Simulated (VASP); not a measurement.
Wanted: the native input for a VASP 6.6.1 run.

```yaml
Task: single point
Functional: PBEsol
Potentials_or_basis: VASP PAW PBE potentials, release 64 (Cu)
Cutoff: 520 eV
k_mesh: 12 × 12 × 4
Occupations: fermi-dirac, width 0.05 eV
Spin: no spin polarisation
Dipole_correction: no
Further_INCAR_settings: ALGO = Normal; EDIFF = 1e-06; NBANDS = 30
```

The structure of Cu lies in POSCAR:

```
Cu
1.0
    2.4996568845      0.0000000000      0.0000000000
   -1.2498284423      2.1647663627      0.0000000000
    0.0000000000      0.0000000000      8.1403569169
Cu
4
Direct
    0.6666666667      0.3333333333      0.7500000000
    0.0000000000      0.0000000000      0.5000000000
    0.3333333333      0.6666666667      0.2500000000
    0.0000000000      0.0000000000      0.0000000000
```

This isn't the form of Cu at room conditions, which is fcc.

One way to write it, as run:

INCAR

```
SYSTEM = Cu
PREC = Accurate
ENCUT = 520
EDIFF = 1E-6
ISMEAR = -1
SIGMA = 0.05
LREAL = .False.
LASPH = .True.
NELM = 60
ALGO = Normal
ISIF = 2
LWAVE = .False.
LCHARG = .True.
GGA = PS
LELF = .True.
LVHAR = .True.
NBANDS = 30
```

KPOINTS

```
regular mesh
0
Gamma
  12 12 4
  0 0 0
```

Potentials or basis: VASP PAW PBE potentials, release 64 (Cu).

The run is started by

```console
$ cat potpaw_PBE.64/Cu/POTCAR > POTCAR
$ mpirun -np 1 vasp_std > vasp.out
```

Results of the run:

* Pressure: 5.8 GPa
* Band gap on the k mesh: zero (bands 22 and 23 overlap by 5.32 eV)

Caveat: the cell stands under pressure; the PAW data sets were made with another functional, which shifts forces and pressure a little.

Wall time 100 s on 1 thread of Intel Xeon 8259CL, on a shared host, peak memory 0.2 GiB.
